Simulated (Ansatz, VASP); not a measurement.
## C in VASP and in Ansatz

```xyz
2
Lattice="0.0000 1.7858 1.7858 1.7858 0.0000 1.7858 1.7858 1.7858 0.0000" Properties=species:S:1:pos:R:3 pbc="T T T"
C     0.0000    0.0000    0.0000
C     0.8929    0.8929    0.8929
```

Alike in both runs: functional PBE; k mesh 12 × 12 × 12; occupations gaussian, width 0.02 eV; no spin polarisation.

Ansatz relaxed the structure, and its values are those at the end. VASP's run is a single point on that final structure, the one shown.

|  | VASP | Ansatz |
| --- | --- | --- |
| version | VASP 6.6.1 | Ansatz 0.2.0 |
| potentials or method | VASP PAW PBE potentials, release 64 (C), cutoff 600 eV | scalar-relativistic, plane waves, PAW |
| valence electrons in the cell | 8 | 8 |

VASP gave:

- gap on the k mesh at the Fermi level (eV): 4.14
- least direct gap on the mesh (eV): 5.58
- pressure (GPa): 0.0

Task: Which values does Ansatz return?

Result: gap on the k mesh at the Fermi level (eV): 4.15; least direct gap on the mesh (eV): 5.58; pressure (GPa): 0.0.

With one functional, cell and mesh, what is left measures potentials, basis and numerics.
